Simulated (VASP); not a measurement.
Set up this calculation in VASP 6.6.1, as the native input.

```yaml
Task: relaxation of cell and atoms
Functional: PBE
Potentials_or_basis: VASP PAW PBE potentials, release 64 (Ti_sv, C)
Cutoff: 600 eV
k_mesh: 4 × 4 × 4
Occupations: gaussian, width 0.1 eV
Spin: no spin polarisation
Dipole_correction: no
Further_INCAR_settings: ALGO = Normal; EDIFF = 1e-07; IBRION = 2; EDIFFG = -0.04; NSW = 90; ISIF = 3
```

The structure of TiC3 lies in POSCAR:

```
TiC3
1.0
    3.9369279000      0.0000000000      0.0000000000
    0.0000000000      3.9369279000      0.0000000000
    0.0000000000      0.0000000000      3.9369279000
Ti C
1 3
Direct
    0.5000000000      0.5000000000      0.5000000000
    0.5000000000      0.0000000000      0.0000000000
    0.0000000000      0.5000000000      0.0000000000
    0.0000000000      0.0000000000      0.5000000000
```

These files were run (other wordings do the same):

INCAR

```
SYSTEM = TiC3
PREC     = Accurate       ! precision mode
ENCUT    = 600            ! plane-wave cutoff, eV
EDIFF    = 1E-7           ! SCF threshold, eV
ISMEAR   = 0              ! smearing method
SIGMA    = 0.1            ! smearing width, eV
LREAL    = .False.        ! projectors in reciprocal space
LASPH    = .True.         ! aspherical terms in the spheres
NELM     = 60             ! most SCF steps
ALGO     = Normal         ! electronic algorithm
ISIF     = 3              ! what is computed and relaxed
LWAVE    = .False.        ! write WAVECAR
LCHARG   = .False.        ! write CHGCAR
GGA      = PE             ! functional
IBRION   = 2              ! ionic algorithm
NSW      = 90             ! ionic steps
EDIFFG   = -0.04          ! ionic threshold
```

KPOINTS

```
Automatic mesh
0
Gamma
  4 4 4
  0 0 0
```

Potentials or basis: VASP PAW PBE potentials, release 64 (Ti_sv, C).

Run with:

```sh
$ cat potpaw_PBE.64/Ti_sv/POTCAR potpaw_PBE.64/C/POTCAR > POTCAR
$ mpirun -np 1 vasp_std > vasp.out
```

It gave:

* Relaxed volume: 8.18 Å³/atom
* Relaxed cell: a = 3.198 Å, b = 3.198 Å, c = 3.198 Å, α = 90.00°, β = 90.00°, γ = 90.00°
* Space group after relaxing (to 0.05 Å): Pm-3m (No. 221)
* Energy gained by relaxing: 1375.2 meV/atom
* Ionic steps: 3
* Pressure after relaxing: -0.3 GPa
* Band gap on the k mesh: zero (band 12 reaches 12.03 eV, above the bottom of band 13 at 9.16 eV)

Caveat: the k points lie up to 0.49 Å⁻¹ apart in the final cell; the volume moved by over 15 % at a fixed basis, so the end points are rough.

Run time: 21 s on 1 thread of Intel(R) Xeon(R) 6975P-C (Granite Rapids), with other jobs on the host, peak memory 0.19 GiB.
